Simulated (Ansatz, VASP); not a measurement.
## One calculation of CsBe2, two programs

```
Cs Be
1.0
     0.00000    4.10888    4.10888
     4.10888    0.00000    4.10888
     4.10888    4.10888    0.00000
Cs Be
1 2
Direct
  0.00000 0.00000 0.00000
  0.25000 0.25000 0.25000
  0.75000 0.75000 0.75000
```

Alike in both runs: functional PBE; k mesh 10 × 10 × 10; occupations gaussian, width 0.1 eV; no spin polarisation.

Ansatz relaxed the structure, and its values are those at the end. VASP's run is a single point on that final structure, the one shown.

```csv
,VASP,Ansatz
version,VASP 6.6.1,Ansatz 0.2.0
potentials or method,"VASP PAW PBE potentials, release 64 (Cs_sv, Be), cutoff 520 eV","scalar-relativistic, plane waves, PAW"
valence electrons in the cell,13,13
```

|  | VASP | Ansatz | Ansatz less VASP |
| --- | --- | --- | --- |
| gap on the k mesh at the Fermi level (eV) | none | none | - |
| pressure (GPa) | 0.0 | 0.0 | 0.00 |

A gap of «none» marks a metal or a gap that the smearing closes.

Neither program's run includes spin-orbit coupling.
